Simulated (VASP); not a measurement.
**SnTe: single point with PBE-based screened hybrid with 10 % exact exchange**

Crystal: SnTe.

```
CELL_PARAMETERS angstrom
0.00000 3.15650 3.15650
3.15650 0.00000 3.15650
3.15650 3.15650 0.00000
ATOMIC_POSITIONS crystal
Sn 0.50000 0.50000 0.50000
Te 0.00000 0.00000 0.00000
```

* Program: VASP 6.6.1
* Task: single point
* Functional: PBE-based screened hybrid with 10 % exact exchange
* Potentials or basis: VASP PAW PBE potentials, release 64 (Sn_d, Te)
* Cutoff: 520 eV
* k mesh: 6 × 6 × 6
* Occupations: gaussian, width 0.05 eV
* Spin: no spin polarisation
* Dipole correction: no
* Grid for exact exchange (PRECFOCK): Normal
* Share of exact exchange: 0.1
* Further INCAR settings: ALGO = Normal; EDIFF = 1e-06; NBANDS = 17
* Screening parameter: 0.20787 1/Å

```
Pressure : 1.5 GPa
```

Levels at points of the mesh, in eV from the Fermi level:
| k point | band 7 | band 8 | band 9 | band 10 | band 11 | band 12 | band 13 | band 14 |
| --- | --- | --- | --- | --- | --- | --- | --- | --- |
| (0.00, 0.00, 0.00) | -4.95 | -2.37 | -2.37 | -2.37 | 3.46 | 3.46 | 3.46 | 4.83 |
| (0.50, 0.00, 0.00) | -8.80 | -2.03 | -2.03 | -0.01 | 0.01 | 0.35 | 0.35 | 7.93 |
| (0.50, 0.50, 0.00) | -6.83 | -5.94 | -4.03 | -4.03 | 2.20 | 5.08 | 5.08 | 6.58 |

Run time: 2.1 h on 1 thread of Oxide Virtual Turin-like Processor, with other jobs on the host, peak memory 0.31 GiB.

Caveat: the PAW data sets were made with another functional, which shifts forces and pressure a little; spin-orbit coupling is left out, which moves the levels of the heavy elements.
